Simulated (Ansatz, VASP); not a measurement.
# As: VASP beside Ansatz

```xyz
2
Lattice="1.9177 1.1072 3.5830 -1.9177 1.1072 3.5830 0.0000 -2.2144 3.5830" Properties=species:S:1:pos:R:3 pbc="T T T"
As    0.0000    0.0000    2.4293
As    0.0000    0.0000    8.3197
```

Alike in both runs: task single point; functional LDA; k mesh 9 × 9 × 9; occupations fermi-dirac, width 0.05 eV; no spin polarisation.

|  | VASP | Ansatz |
| --- | --- | --- |
| version | VASP 6.6.1 | Ansatz 0.2.0 |
| potentials or method | VASP PAW LDA potentials, release 64 (As_d) | Ansatz PAW |
| plane-wave cutoff (eV) | 510 | 420 |
| valence electrons in the cell | 30 | 30 |

VASP gave:

| Property | Result |
| --- | --- |
| gap on the k mesh at the Fermi level (eV) | none |
| pressure (GPa) | -4.9 |
| traceless stress, the component that is largest in VASP (GPa) | 0.58 |
| rms of the force components (eV/Å) | 0.038 |

**Question.** Estimate Ansatz's values.

**Answer.** gap on the k mesh at the Fermi level (eV): none; pressure (GPa): -5.2; traceless stress, the component that is largest in VASP (GPa): 0.64; rms of the force components (eV/Å): 0.057.

LDA's correlation is that of Perdew and Zunger in VASP and of Perdew and Wang (1992) in Ansatz. Atom by atom the forces differ by 0.019 eV/Å (rms over components). A gap of «none» marks a metal or a gap that the smearing closes.
